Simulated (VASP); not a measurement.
Runs of VASP 6.6.1 on CsBr. The structure is that of space group Pm-3m (No. 221), or close to it. The cells are those of the table. 

```tsv
task	level	potentials or basis	spin	cell	k mesh	cutoff (eV)	smearing	grid for exact exchange (PRECFOCK)	share of exact exchange	screening parameter	gap on the mesh (eV)	pressure (GPa)	relaxed volume (Å³/atom)
single point	HSE06	VASP PAW PBE potentials, release 64 (Cs_sv, Br)	off	a = 4.357 Å, 2 atoms	4 × 4 × 4	400	fermi-dirac 0.02 eV	Normal	0.25	0.2079 1/Å	(a)	0.0	-
single point	PBE	VASP PAW PBE potentials, release 64 (Cs_sv, Br)	off	a = 4.389 Å, 2 atoms	6 × 6 × 6	500	fermi-dirac 0.02 eV	-	-	-	4.24	0.0	-
single point	PBE	VASP PAW PBE potentials, release 64 (Cs_sv, Br)	non-collinear, zero start, SOC	a = 4.320 Å, 2 atoms	6 × 6 × 6	500	gaussian 0.01 eV	-	-	-	-	0.7	-
relaxation of cell and atoms	LDA	VASP PAW LDA potentials, release 64 (Cs_sv, Br)	off	relaxed from a = 4.389 Å, 2 atoms	6 × 6 × 6	500	fermi-dirac 0.02 eV	-	-	-	4.51	0.0	35.69
relaxation of cell and atoms	PBEsol	VASP PAW PBE potentials, release 64 (Cs_sv, Br)	off	relaxed from a = 4.389 Å, 2 atoms	6 × 6 × 6	500	fermi-dirac 0.02 eV	-	-	-	4.42	0.0	38.30
relaxation of cell and atoms	PBE	VASP PAW PBE potentials, release 64 (Cs_sv, Br)	off	relaxed from a = 4.286 Å, 2 atoms	6 × 6 × 6	500	fermi-dirac 0.02 eV	-	-	-	4.23	0.0	42.41
relaxation of cell and atoms	r2SCAN	VASP PAW PBE potentials, release 64 (Cs_sv, Br)	off	relaxed from a = 4.389 Å, 2 atoms	6 × 6 × 6	550	fermi-dirac 0.02 eV	-	-	-	5.16	0.0	40.50
single point	PBEsol	VASP PAW PBE potentials, release 64 (Cs_sv, Br)	off	a = 4.246 Å, 2 atoms	6 × 6 × 6	500	fermi-dirac 0.02 eV	-	-	-	4.43	0.0	-
relaxation of cell and atoms	HSE06	VASP PAW PBE potentials, release 64 (Cs_sv, Br)	off	relaxed from a = 4.320 Å, 2 atoms	4 × 4 × 4	500	fermi-dirac 0.02 eV	Normal	0.25	0.2079 1/Å	5.48	0.0	41.46
single point	r2SCAN0	VASP PAW PBE potentials, release 64 (Cs_sv, Br)	off	a = 4.320 Å, 2 atoms	4 × 4 × 4	440	gaussian 0.01 eV	Normal	0.25	-	6.74	-0.2	-
single point	HSE06	VASP PAW PBE potentials, release 64 (Cs_sv, Br)	off	a = 4.320 Å, 2 atoms	4 × 4 × 4	400	gaussian 0.01 eV	Normal	0.25	0.2079 1/Å	(b)	0.4	-
single point	LDA	VASP PAW LDA potentials, release 64 (Cs_sv, Br)	off	a = 4.141 Å, 2 atoms	6 × 6 × 6	500	fermi-dirac 0.02 eV	-	-	-	4.50	0.1	-
```

Problem. Fill in the values left out.

Solution. (a) 5.49; (b) 5.60.

Caveats: spin-orbit coupling is left out, which moves the levels of the heavy elements (at least some runs); the PAW data sets were made with another functional, which shifts forces and pressure a little (at least some runs); the volume moved by over 15 % at a fixed basis, so the end points are rough (at least some runs).

A k mesh can miss the band edges, and rows without SOC leave out spin-orbit coupling on Br, Cs.
